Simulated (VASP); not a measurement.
# TaN (zincblende type) (F-43m) in VASP: relaxation of cell and atoms with PBE

Aim: the relaxation of cell and atoms of TaN (zincblende type) with PBE.

All numbers are computed with VASP 6.6.1; they aren't measurements. Logs are shortened: lines on timing, memory, paths and dates and some standing lists are left out, and cuts for length are marked.

## (1) The cell of the first run

The structure is cubic, space group F-43m (No. 216). The conventional cell has a = 4.115 Å, b = 4.115 Å, c = 4.115 Å, α = 90.00°, β = 90.00°, γ = 90.00°. Within 2.4 Å of Ta (site symmetry -43m) lie 4 N at 1.78 Å. Within 2.4 Å of N (site symmetry -43m) lie 4 Ta at 1.78 Å.

## (2) Relaxation of cell and atoms, PBE, target pressure 260 GPa, at which the enthalpy is minimised

Contents of INCAR:

```
ALGO = Normal
EDIFF = 1E-6
EDIFFG = -0.005
ENCUT = 600
GGA = PE
IBRION = 2
ISIF = 3
ISMEAR = -1
LASPH = T
LCHARG = F
LREAL = F
LWAVE = F
NELM = 60
NSW = 32
PREC = Accurate
PSTRESS = 2600.0
SIGMA = 0.1
```

Contents of KPOINTS:

```
k-points
0
Gamma
  16 16 16
```

Contents of POSCAR:

```
TaN
1.0
    0.0000000000      2.0576287323      2.0576287323
    2.0576287323      0.0000000000      2.0576287323
    2.0576287323      2.0576287323      0.0000000000
Ta N
1 1
Direct
    0.0000000000      0.0000000000      0.0000000000
    0.2500000000      0.2500000000      0.2500000000
```

Potentials or basis: VASP PAW PBE potentials, release 64 (Ta_pv, N).

Launch:

```bash
cat potpaw_PBE.64/Ta_pv/POTCAR potpaw_PBE.64/N/POTCAR > POTCAR
mpirun -np 1 vasp_std > vasp.out
```

OUTCAR:

```text
EDIFF = 1E-6
   EDIFFG = -0.005
   ENCUT = 600
   GGA = PE
   IBRION = 2
   ISIF = 3
   ISMEAR = -1
   LASPH = T
   LREAL = F
   NELM = 60
   NSW = 32
   PREC = Accurate
   PSTRESS = 2600.0

 ion  position               nearest neighbor table
   1  0.000  0.000  0.000-   2 1.78   2 1.78   2 1.78   2 1.78
   2  0.250  0.250  0.250-   1 1.78   1 1.78   1 1.78   1 1.78

  LATTYP: Found a face centered cubic cell.
 ALAT       =     4.1152574646

  Lattice vectors:

 A1 = (   0.0000000000,   2.0576287323,   2.0576287323)
 A2 = (   2.0576287323,   0.0000000000,   2.0576287323)
 A3 = (   2.0576287323,   2.0576287323,   0.0000000000)

Analysis of symmetry for initial positions (statically):
=====================================================================
 Subroutine PRICEL returns:
 Original cell was already a primitive cell.

 Routine SETGRP: Setting up the symmetry group for a
 face centered cubic supercell.

 Subroutine GETGRP returns: Found 24 space group operations
 (whereof 24 operations were pure point group operations)
 out of a pool of 48 trial point group operations.

The static configuration has the point symmetry T_d .

Analysis of symmetry for dynamics (positions and initial velocities):
=====================================================================
 Subroutine PRICEL returns:
 Original cell was already a primitive cell.

 Routine SETGRP: Setting up the symmetry group for a
 face centered cubic supercell.

 Subroutine GETGRP returns: Found 24 space group operations
 (whereof 24 operations were pure point group operations)
 out of a pool of 48 trial point group operations.

The dynamic configuration has the point symmetry T_d .

 Subroutine INISYM returns: Found 24 space group operations
 (whereof 24 operations are pure point group operations),
 and found     1 'primitive' translations

----------------------------------------------------------------------------------------

                                     Primitive cell

  volume of cell :      17.4233

  direct lattice vectors                    reciprocal lattice vectors
     0.000000000  2.057628732  2.057628732    -0.242998162  0.242998162  0.242998162
     2.057628732  0.000000000  2.057628732     0.242998162 -0.242998162  0.242998162
     2.057628732  2.057628732  0.000000000     0.242998162  0.242998162 -0.242998162

  length of vectors
     2.909926460  2.909926460  2.909926460     0.420885163  0.420885163  0.420885163

  position of ions in fractional coordinates (direct lattice)
     0.000000000  0.000000000  0.000000000
     0.250000000  0.250000000  0.250000000

  ion indices of the primitive-cell ions
   primitive index   ion index
                 1           1
                 2           2

----------------------------------------------------------------------------------------

 KPOINTS: k-points

Automatic generation of k-mesh.
 Grid dimensions read from file:
 generate k-points for:   16   16   16

 Generating k-lattice:

  Cartesian coordinates                     Fractional coordinates (reciprocal lattice)
    -0.015187385  0.015187385  0.015187385     0.062500000  0.000000000  0.000000000
     0.015187385 -0.015187385  0.015187385     0.000000000  0.062500000  0.000000000
     0.015187385  0.015187385 -0.015187385     0.000000000  0.000000000  0.062500000

  Length of vectors
     0.026305323  0.026305323  0.026305323

  Shift w.r.t. Gamma in fractional coordinates (k-lattice)
     0.000000000  0.000000000  0.000000000

 Subroutine IBZKPT returns following result:
 ===========================================

 Found    145 irreducible k-points:

 Following reciprocal coordinates:
            Coordinates               Weight
  0.000000  0.000000  0.000000      1.000000
  0.062500  0.000000  0.000000      8.000000
  0.125000  0.000000  0.000000      8.000000
  0.187500  0.000000  0.000000      8.000000
  0.250000  0.000000  0.000000      8.000000
  0.312500  0.000000  0.000000      8.000000
[... 16 lines left out ...]
 -0.125000  0.062500  0.000000     24.000000
 -0.062500  0.062500  0.000000     12.000000
 [... further k-points ...]
   k-points           NKPTS =    145   k-points in BZ     NKDIM =    145   number of bands    NBANDS=     12
   number of dos      NEDOS =    301   number of ions     NIONS =      2
   total plane-waves  NPLWV =  13824
   dimension x,y,z NGX =    24 NGY =   24 NGZ =   24
   dimension x,y,z NGXF=    48 NGYF=   48 NGZF=   48
   ions per type =               1   1
   NGX,Y,Z   is equivalent  to a cutoff of  13.71, 13.71, 13.71 a.u.
   NGXF,Y,Z  is equivalent  to a cutoff of  27.42, 27.42, 27.42 a.u.
 SYSTEM =  unknown system
   PREC   = accura    normal or accurate (medium, high low for compatibility)
   ISTART =      0    job   : 0-new  1-cont  2-samecut
   ICHARG =      2    charge: 1-file 2-atom 10-const
   ISPIN  =      1    spin polarized calculation?
   LNONCOLLINEAR =      F non collinear calculations
   LSORBIT =      F    spin-orbit coupling
   LASPH  =      T    aspherical Exc in radial PAW
   ENCUT  =  600.0 eV  44.10 Ry    6.64 a.u.   5.81  5.81  5.81*2*pi/ulx,y,z
   NELM   =     60;   NELMIN=  2; NELMDL= -5     # of ELM steps
   EDIFF  = 0.1E-05   stopping-criterion for ELM
   LREAL  =      F    real-space projection
   EDIFFG = -.5E-02   stopping-criterion for IOM
   NSW    =     32    number of steps for IOM
   IBRION =      2    ionic relax: 0-MD 1-quasi-New 2-CG
   NFREE  =      1    steps in history (QN), initial steepest desc. (CG)
   ISIF   =      3    stress and relaxation
   ISYM   =      2    0-nonsym 1-usesym 2-fastsym
   POTIM  = 0.5000    time-step for ionic-motion
   TEBEG  =    0.0;   TEEND  =   0.0 temperature during run
   PSTRESS= 2600.0 pullay stress
   NELECT =      16.0000    total number of electrons
   NUPDOWN=      -1.0000    fix difference up-down
   EMIN   =  10.00;   EMAX   =-10.00  energy-range for DOS
   EFERMI =   0.00;   METHOD = LEGACY
   ISMEAR =    -1;   SIGMA  =   0.10  broadening in eV -4-tet -1-fermi 0-gaus
   EFERMI_NEDOS =   21; number of points for ismear=-14 and -15
   IALGO  =     38    algorithm
   IMIX   =      4    mixing-type and parameters
     AMIX     =   0.40;   BMIX     =  1.00
     AMIX_MAG =   1.60;   BMIX_MAG =  1.00
  volume/ion in A,a.u.               =       8.71        58.79
  Fermi-wavevector in a.u.,A,eV,Ry     =   1.591248  3.007022 34.450897  2.532069
  Thomas-Fermi vector in A             =   2.689817
   LORBIT       =      0    0 simple, 1 ext, 2 COOP (PROOUT), +10 PAW based schemes
   GGA     = PE    functional components
   LHFCALC =     F    Hartree Fock is set to
   AEXX    =    0.0000 exact exchange contribution
   IVDW    =     0    specifies the selected vdW correction
   LEPSILON=     F    determine dielectric tensor
   LRPA    =     F    only Hartree local field effects (RPA)
 conjugate gradient relaxation of ions
 non-spin polarized calculation
  energy-cutoff  :      600.00
  volume of cell :       17.42
 maximum number of plane-waves:       604
   NGX = 11   NGY = 11   NGZ = 11

--------------------------------------- Ionic step        1  -------------------------------------------

 number of electron      16.0000000 magnetization

 Free energy of the ion-electron system (eV)
  ---------------------------------------------------
  ext. energy  EPLUGINS =         0.00000000
  ---------------------------------------------------
  free energy    TOTEN  =       -16.05822465 eV

  energy without entropy =      -16.03707745  energy(sigma->0) =      -16.04765105

------------------------ aborting loop because EDIFF is reached ----------------------------------------

  FORCE on cell =-STRESS in cart. coord.  units (eV):
  Direction    XX          YY          ZZ          XY          YZ          ZX
  --------------------------------------------------------------------------------------
  -------------------------------------------------------------------------------------
  Total       28.8636460     28.8636460     28.8636460      0.0000000     -0.0000000      0.0000000
  in kB     2654.1821776   2654.1821776   2654.1821776      0.0000000     -0.0000000      0.0000000
  external PRESSURE =      54.1821776 kB  Pullay stress =    2600.0000000 kB
[... 99 lines left out ...]
  enthalpy is  TOTEN    =        12.2148256467 eV   P V=       28.4126034167

--------------------------------------- Ionic step        4  -------------------------------------------

 number of electron      16.0000000 magnetization

 Free energy of the ion-electron system (eV)
  ---------------------------------------------------
  ext. energy  EPLUGINS =         0.00000000
  ---------------------------------------------------
  free energy    TOTEN  =       -16.19463341 eV

  energy without entropy =      -16.17332244  energy(sigma->0) =      -16.18397792

 E-fermi :  11.6261     XC(G=0): -14.2737

 val. band max:       11.6219923256   @ k =  -0.3125   0.2500   0.0625
 cond. band min:      11.6337069305   @ k =   0.2500   0.0000   0.0000
 fundamental gap:      0.0117146049
 Fermi energy:        11.6261253279

 k-point     1 :       0.0000    0.0000    0.0000
  band No.  band energies     occupation
      1     -23.3084      2.00000
      2     -23.3084      2.00000
      3     -23.3084      2.00000
      4      -8.8974      2.00000
      5       1.3586      2.00000
      6       1.3586      2.00000
      7       1.3586      2.00000
      8      11.0904      1.99061
      9      12.3214      0.00191
     10      12.3214      0.00191
     11      19.7058      0.00000
     12      19.7059      0.00000
[... 331 lines left out ...]
 k-point    24 :      -0.0625    0.0625    0.0000
  band No.  band energies     occupation
      1     -23.5426      2.00000
      2     -23.3690      2.00000
      3     -23.3242      2.00000
      4      -8.5460      2.00000
      5       1.1938      2.00000
      6       1.4846      2.00000
      7       1.6066      2.00000
      8      11.7184      0.56882
      9      11.7593      0.41758
     10      12.2564      0.00366
     11      19.5146      0.00000
     12      19.9549      0.00000

 [... further k-points ...]

------------------------ aborting loop because EDIFF is reached ----------------------------------------

  FORCE on cell =-STRESS in cart. coord.  units (eV):
  Direction    XX          YY          ZZ          XY          YZ          ZX
  --------------------------------------------------------------------------------------
  -------------------------------------------------------------------------------------
  Total       28.4024950     28.4024950     28.4024950      0.0000000     -0.0000000      0.0000000
  in kB     2599.3627449   2599.3627449   2599.3627449      0.0000000     -0.0000000      0.0000000
  external PRESSURE =      -0.6372551 kB  Pullay stress =    2600.0000000 kB
[... 17 lines left out ...]
  FREE ENERGIE OF THE ION-ELECTRON SYSTEM (eV)
  ---------------------------------------------------
  free  energy   TOTEN  =       -16.1946334054 eV

  energy  without entropy=      -16.1733224366  energy(sigma->0) =      -16.18397792

  enthalpy is  TOTEN    =        12.2148247428 eV   P V=       28.4094581482

 reached required accuracy - stopping structural energy minimisation
```

It took 36 s on 1 thread of Intel Xeon Platinum 8488C (Sapphire Rapids), shared host; peak memory 0.18 GiB.

Results:

- Free energy: -16.1946 eV
- Relaxed volume: 8.75 Å³/atom
- Relaxed cell: a = 2.915 Å, b = 2.915 Å, c = 2.915 Å, α = 60.00°, β = 60.00°, γ = 60.00°
- Space group after relaxing (to 0.1 Å): F-43m (No. 216)
- Energy change on relaxing (the run minimises the enthalpy): -68.2 meV/atom
- Ionic steps: 4
- Pressure after relaxing: 259.9 GPa
- Band gap on the k mesh: zero (bands 8 and 9 overlap by 1.35 eV)

The path:
```tsv
step	energy change (eV)	largest force (eV/Å)	pressure (GPa)	volume (Å³)
1	0.0000	0.0000	265.42	17.42
2	-1.1387	0.0000	220.20	18.18
3	-0.1396	0.0000	259.87	17.51
4	-0.1364	0.0000	259.94	17.51
```

Final structure:
```cif
data_structure
_symmetry_space_group_name_H-M 'P 1'
_symmetry_Int_Tables_number 1
_cell_length_a 2.9146
_cell_length_b 2.9146
_cell_length_c 2.9146
_cell_angle_alpha 60.000
_cell_angle_beta 60.000
_cell_angle_gamma 60.000
_cell_volume 17.51
loop_
_atom_site_label
_atom_site_type_symbol
_atom_site_fract_x
_atom_site_fract_y
_atom_site_fract_z
_atom_site_occupancy
Ta1 Ta 0.00000 0.00000 0.00000 1
N1 N 0.25000 0.25000 0.25000 1
```

Caveat: the cell is relaxed towards a set pressure, so the run minimises the enthalpy, not the energy; spin-orbit coupling is left out, which moves the levels of the heavy elements.
